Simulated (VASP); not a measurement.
Wanted: the native input for a VASP 6.6.1 run.

- Task: relaxation of cell and atoms
- Functional: PBEsol
- Potentials or basis: VASP PAW PBE potentials, release 64 (La)
- Cutoff: 600 eV
- k mesh: 7 × 7 × 4
- Occupations: gaussian, width 0.05 eV
- Spin: no spin polarisation
- Dipole correction: no
- Further INCAR settings: ALGO = Normal; EDIFF = 1e-06; IBRION = 2; EDIFFG = -0.03; NSW = 60; ISIF = 3

The structure of La lies in POSCAR:

```
La
1.0
    3.7500000000      0.0000000000      0.0000000000
   -1.8750000000      3.2475952642      0.0000000000
    0.0000000000      0.0000000000      6.0700000000
La
2
Direct
    0.3333333333      0.6666666667      0.2500000000
    0.6666666667      0.3333333333      0.7500000000
```

These files were run (other wordings do the same):

INCAR

```
SYSTEM = La
PREC     = Accurate       ! precision mode
ENCUT    = 600            ! plane-wave cutoff, eV
EDIFF    = 1E-6           ! SCF threshold, eV
ISMEAR   = 0              ! smearing method
SIGMA    = 0.05           ! smearing width, eV
LREAL    = .FALSE.        ! projectors in reciprocal space
LASPH    = .TRUE.         ! aspherical terms in the spheres
NELM     = 60             ! most SCF steps
ALGO     = Normal         ! electronic algorithm
ISIF     = 3              ! what is computed and relaxed
LWAVE    = .FALSE.        ! write WAVECAR
LCHARG   = .FALSE.        ! write CHGCAR
GGA      = PS             ! functional
IBRION   = 2              ! ionic algorithm
NSW      = 60             ! ionic steps
EDIFFG   = -0.03          ! ionic threshold
```

KPOINTS

```
Automatic mesh
0
G
  7 7 4
  0 0 0
```

Potentials or basis: VASP PAW PBE potentials, release 64 (La).

Run with:

```console
$ cat potpaw_PBE.64/La/POTCAR > POTCAR
$ mpirun -np 1 vasp_std > vasp.out
```

It gave:

```
Relaxed volume                        : 34.56 Å³/atom
Relaxed cell                          : a = 3.597 Å, b = 3.597 Å, c = 6.166 Å, α = 90.00°, β = 90.00°, γ = 120.00°
Space group after relaxing (to 0.1 Å) : P6_3/mmc (No. 194)
Energy gained by relaxing             : 17.2 meV/atom
Ionic steps                           : 6
Pressure after relaxing               : 0.1 GPa
Band gap on the k mesh                : zero (bands 11 and 12 overlap by 1.44 eV)
```

Caveat: the PAW data sets were made with another functional, which shifts forces and pressure a little; spin-orbit coupling is left out, which moves the levels of the heavy elements.

It took 2.9 min on 1 thread of Intel(R) Xeon(R) Platinum 8488C (Sapphire Rapids) (shared host), peak memory 0.22 GiB.
